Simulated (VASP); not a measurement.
# Si (P6/mmm) in VASP: single point with LDA

Aim: the single point of Si with LDA.

Everything below comes from runs of VASP 6.6.1. Logs are shortened: lines on timing, memory, paths and dates and some standing lists are left out, and cuts for length are marked.

**1. The cell of the first run**

The structure is hexagonal, space group P6/mmm (No. 191). The conventional cell has a = 4.308 Å, b = 4.308 Å, c = 5.226 Å, α = 90.00°, β = 90.00°, γ = 120.00°. Si (site symmetry 6/mmm) has 8 Si at 4.31 to 5.23 Å within 5.6 Å.

**2. Single point, LDA**

The input, INCAR:

```
SYSTEM = Si
PREC = Accurate
ENCUT = 520
EDIFF = 1E-6
ISMEAR = -1
SIGMA = 0.1
LREAL = .False.
LASPH = .True.
NELM = 60
ALGO = Normal
ISIF = 2
LWAVE = .False.
LCHARG = .True.
LELF = .True.
LVHAR = .True.
NBANDS = 8
```

The input, KPOINTS:

```
regular mesh
0
Gamma
  8 8 6
  0 0 0
```

The input, POSCAR:

```
Si
1.0
    4.3076140000      0.0000000000      0.0000000000
   -2.1538070000      3.7305040000      0.0000000000
    0.0000000000      0.0000000000      5.2258550000
Si
1
Direct
    0.3333333333      0.6666666667      0.5000000000
```

Potentials or basis: VASP PAW LDA potentials, release 64 (Si).

On the command line:

```console
cat potpaw_LDA.64/Si/POTCAR > POTCAR
mpirun -np 1 vasp_std > vasp.out
```

OUTCAR:

```text
SYSTEM = Si
   PREC = Accurate
   ENCUT = 520
   EDIFF = 1E-6
   ISMEAR = -1
   LREAL = .False.
   LASPH = .True.
   NELM = 60
   ISIF = 2

 ion  position               nearest neighbor table
   1  0.333  0.667  0.500-

  LATTYP: Found a hexagonal cell.
 ALAT       =     4.3076140000
 C/A-ratio  =     1.2131669644

  Lattice vectors:

 A1 = (   4.3076140000,   0.0000000000,   0.0000000000)
 A2 = (  -2.1538070000,   3.7305040000,   0.0000000000)
 A3 = (   0.0000000000,   0.0000000000,   5.2258550000)

Analysis of symmetry for initial positions (statically):
=====================================================================
 Subroutine PRICEL returns:
 Original cell was already a primitive cell.

 Routine SETGRP: Setting up the symmetry group for a
 hexagonal supercell.

 Subroutine GETGRP returns: Found 24 space group operations
 (whereof 12 operations were pure point group operations)
 out of a pool of 24 trial point group operations.

The static configuration has the point symmetry D_3h.
 The point group associated with its full space group is D_6h.

Analysis of symmetry for dynamics (positions and initial velocities):
=====================================================================
 Subroutine PRICEL returns:
 Original cell was already a primitive cell.

 Routine SETGRP: Setting up the symmetry group for a
 hexagonal supercell.

 Subroutine GETGRP returns: Found 24 space group operations
 (whereof 12 operations were pure point group operations)
 out of a pool of 24 trial point group operations.

The dynamic configuration has the point symmetry D_3h.
 The point group associated with its full space group is D_6h.

 Subroutine INISYM returns: Found 24 space group operations
 (whereof 12 operations are pure point group operations),
 and found     1 'primitive' translations

----------------------------------------------------------------------------------------

                                     Primitive cell

  volume of cell :      83.9772

  direct lattice vectors                    reciprocal lattice vectors
     4.307614000  0.000000000  0.000000000     0.232147077  0.134030147  0.000000000
    -2.153807000  3.730504000  0.000000000     0.000000000  0.268060294  0.000000000
     0.000000000  0.000000000  5.225855000     0.000000000  0.000000000  0.191356247

  length of vectors
     4.307614000  4.307614733  5.225855000     0.268060340  0.268060294  0.191356247

  position of ions in fractional coordinates (direct lattice)
     0.333333333  0.666666667  0.500000000

  ion indices of the primitive-cell ions
   primitive index   ion index
                 1           1

----------------------------------------------------------------------------------------

 KPOINTS: regular mesh

Automatic generation of k-mesh.
 Grid dimensions read from file:
 generate k-points for:    8    8    6

 Generating k-lattice:

  Cartesian coordinates                     Fractional coordinates (reciprocal lattice)
     0.029018385  0.016753768  0.000000000     0.125000000 -0.000000000  0.000000000
     0.000000000  0.033507537  0.000000000     0.000000000  0.125000000  0.000000000
     0.000000000  0.000000000  0.031892708     0.000000000  0.000000000  0.166666667

  Length of vectors
     0.033507542  0.033507537  0.031892708

  Shift w.r.t. Gamma in fractional coordinates (k-lattice)
     0.000000000  0.000000000  0.000000000

 Subroutine IBZKPT returns following result:
 ===========================================

 Found     40 irreducible k-points:

 Following reciprocal coordinates:
            Coordinates               Weight
  0.000000  0.000000  0.000000      1.000000
  0.125000  0.000000  0.000000      6.000000
  0.250000  0.000000  0.000000      6.000000
  0.375000  0.000000  0.000000      6.000000
  0.500000  0.000000  0.000000      3.000000
  0.125000  0.125000  0.000000      6.000000
[... 16 lines left out ...]
  0.250000  0.000000  0.333333     12.000000
  0.375000  0.000000  0.333333     12.000000
 [... further k-points ...]
   k-points           NKPTS =     40   k-points in BZ     NKDIM =     40   number of bands    NBANDS=      8
   number of dos      NEDOS =    301   number of ions     NIONS =      1
   total plane-waves  NPLWV =  40960
   dimension x,y,z NGX =    32 NGY =   32 NGZ =   40
   dimension x,y,z NGXF=    64 NGYF=   64 NGZF=   80
   ions per type =               1
   NGX,Y,Z   is equivalent  to a cutoff of  12.35, 12.35, 12.72 a.u.
   NGXF,Y,Z  is equivalent  to a cutoff of  24.70, 24.70, 25.45 a.u.
 SYSTEM =  Si
   PREC   = accura    normal or accurate (medium, high low for compatibility)
   ISTART =      0    job   : 0-new  1-cont  2-samecut
   ICHARG =      2    charge: 1-file 2-atom 10-const
   ISPIN  =      1    spin polarized calculation?
   LNONCOLLINEAR =      F non collinear calculations
   LSORBIT =      F    spin-orbit coupling
   LASPH  =      T    aspherical Exc in radial PAW
   ENCUT  =  520.0 eV  38.22 Ry    6.18 a.u.   8.01  8.01  9.72*2*pi/ulx,y,z
   NELM   =     60;   NELMIN=  2; NELMDL= -5     # of ELM steps
   EDIFF  = 0.1E-05   stopping-criterion for ELM
   LREAL  =      F    real-space projection
   EDIFFG = 0.1E-04   stopping-criterion for IOM
   NSW    =      0    number of steps for IOM
   IBRION =     -1    ionic relax: 0-MD 1-quasi-New 2-CG
   NFREE  =      0    steps in history (QN), initial steepest desc. (CG)
   ISIF   =      2    stress and relaxation
   ISYM   =      2    0-nonsym 1-usesym 2-fastsym
   POTIM  = 0.5000    time-step for ionic-motion
   TEBEG  =    0.0;   TEEND  =   0.0 temperature during run
   PSTRESS=    0.0 pullay stress
   NELECT =       4.0000    total number of electrons
   NUPDOWN=      -1.0000    fix difference up-down
   EMIN   =  10.00;   EMAX   =-10.00  energy-range for DOS
   EFERMI =   0.00;   METHOD = LEGACY
   ISMEAR =    -1;   SIGMA  =   0.10  broadening in eV -4-tet -1-fermi 0-gaus
   EFERMI_NEDOS =   21; number of points for ismear=-14 and -15
   IALGO  =     38    algorithm
   IMIX   =      4    mixing-type and parameters
     AMIX     =   0.40;   BMIX     =  1.00
     AMIX_MAG =   1.60;   BMIX_MAG =  1.00
  volume/ion in A,a.u.               =      83.98       566.71
  Fermi-wavevector in a.u.,A,eV,Ry     =   0.593437  1.121432  4.791522  0.352167
  Thomas-Fermi vector in A             =   1.642635
   LORBIT       =      0    0 simple, 1 ext, 2 COOP (PROOUT), +10 PAW based schemes
   GGA     = CA    functional components
   LHFCALC =     F    Hartree Fock is set to
   AEXX    =    0.0000 exact exchange contribution
   IVDW    =     0    specifies the selected vdW correction
   LEPSILON=     F    determine dielectric tensor
   LRPA    =     F    only Hartree local field effects (RPA)
 non-spin polarized calculation
  energy-cutoff  :      520.00
  volume of cell :       83.98
 maximum number of plane-waves:      2280
   NGX = 17   NGY = 17   NGZ = 19

 number of electron       4.0000000 magnetization

 Free energy of the ion-electron system (eV)
  ---------------------------------------------------
  ext. energy  EPLUGINS =         0.00000000
  ---------------------------------------------------
  free energy    TOTEN  =        -1.70115888 eV

  energy without entropy =       -1.62197994  energy(sigma->0) =       -1.66156941

 E-fermi :  -1.9075     XC(G=0):  -5.3168

 val. band max:       -1.9304245180   @ k =   0.1250   0.0000   0.1667
 cond. band min:      -1.9011911137   @ k =   0.3750   0.2500   0.0000
 fundamental gap:      0.0292334042
 Fermi energy:        -1.9074927385

 k-point     1 :       0.0000    0.0000    0.0000
  band No.  band energies     occupation
      1      -8.8938      2.00000
      2      -1.7143      0.25304
      3      -0.1702      0.00000
      4      -0.1702      0.00000
      5       1.6084      0.00000
      6       4.0855      0.00000
      7       6.1493      0.00000
      8       6.1493      0.00000

 k-point     2 :       0.1250    0.0000    0.0000
  band No.  band energies     occupation
      1      -8.8146      2.00000
      2      -1.6380      0.12650
      3      -0.7552      0.00002
      4      -0.2777      0.00000
      5       1.8911      0.00000
      6       4.5163      0.00000
      7       5.6173      0.00000
      8       6.5274      0.00000

 k-point     3 :       0.2500    0.0000    0.0000
  band No.  band energies     occupation
      1      -8.6059      2.00000
      2      -1.7744      0.41790
      3      -1.4381      0.01813
      4      -0.5104      0.00000
      5       2.4281      0.00000
      6       4.3422      0.00000
      7       5.8703      0.00000
      8       5.9925      0.00000

 k-point     4 :       0.3750    0.0000    0.0000
  band No.  band energies     occupation
      1      -8.3651      2.00000
      2      -2.5997      1.99803
      3      -1.2099      0.00187
      4      -0.7141      0.00001
      5       3.0240      0.00000
      6       3.9920      0.00000
      7       4.9932      0.00000
      8       5.7943      0.00000

 k-point     5 :       0.5000    0.0000    0.0000
  band No.  band energies     occupation
      1      -8.2526      2.00000
      2      -2.9190      1.99992
      3      -1.1045      0.00065
      4      -0.7919      0.00003
      5       3.2016      0.00000
      6       4.3418      0.00000
      7       4.6650      0.00000
      8       4.9818      0.00000
[... 177 lines left out ...]
 k-point    22 :       0.1250    0.0000    0.3333
  band No.  band energies     occupation
      1      -8.7527      2.00000
      2      -2.3819      1.98274
      3      -0.6770      0.00001
      4      -0.2401      0.00000
      5       3.3911      0.00000
      6       4.6540      0.00000
      7       5.8360      0.00000
      8       6.5766      0.00000

 k-point    23 :       0.2500    0.0000    0.3333
  band No.  band energies     occupation
      1      -8.5485      2.00000
      2      -2.1179      1.78256
      3      -1.6639      0.16095
      4      -0.4668      0.00000
      5       3.3744      0.00000
      6       4.4378      0.00000
      7       5.7781      0.00000
      8       6.4438      0.00000

 k-point    24 :       0.3750    0.0000    0.3333
  band No.  band energies     occupation
      1      -8.3137      2.00000
      2      -2.4899      1.99410
      3      -1.7780      0.43018
      4      -0.6662      0.00001
      5       2.9679      0.00000
      6       3.8848      0.00000
      7       5.5575      0.00000
      8       6.7734      0.00000

 [... further k-points ...]

------------------------ aborting loop because EDIFF is reached ----------------------------------------

  FORCE on cell =-STRESS in cart. coord.  units (eV):
  Direction    XX          YY          ZZ          XY          YZ          ZX
  --------------------------------------------------------------------------------------
  -------------------------------------------------------------------------------------
  Total       -2.7727864     -2.7727877     -0.6758213      0.0000000     -0.0000000      0.0000000
  in kB      -52.9011793    -52.9012033    -12.8937962      0.0000000     -0.0000000      0.0000000
  external PRESSURE =     -39.5653929 kB  Pullay stress =       0.0000000 kB

 VOLUME and BASIS-vectors are now :
 -----------------------------------------------------------------------------
  energy-cutoff  :      520.00
  volume of cell :       83.98
      direct lattice vectors                 reciprocal lattice vectors
     4.307614000  0.000000000  0.000000000     0.232147077  0.134030147  0.000000000
    -2.153807000  3.730504000  0.000000000     0.000000000  0.268060294  0.000000000
     0.000000000  0.000000000  5.225855000     0.000000000  0.000000000  0.191356247

 POSITION                                       TOTAL-FORCE (eV/Angst)
 -----------------------------------------------------------------------------------
     -0.00000      2.48700      2.61293         0.000000      0.000000      0.000000
 -----------------------------------------------------------------------------------
    total drift:                                0.000000     -0.000000      0.000000

  FREE ENERGIE OF THE ION-ELECTRON SYSTEM (eV)
  ---------------------------------------------------
  free  energy   TOTEN  =        -1.7011588831 eV

  energy  without entropy=       -1.6219799378  energy(sigma->0) =       -1.66156941
```

Wall time 17 s (1 thread of AMD EPYC 7R43 (Zen 3), shared host); peak memory 0.13 GiB.

What came out:

* Free energy: -1.7012 eV
* Pressure: -4.0 GPa
* Band gap on the k mesh: zero (band 2 reaches -1.50 eV, above the bottom of band 3 at -2.05 eV)

Stress tensor (GPa, compression positive):
```
-5.29  0.00  0.00
 0.00 -5.29  0.00
 0.00  0.00 -1.29
```
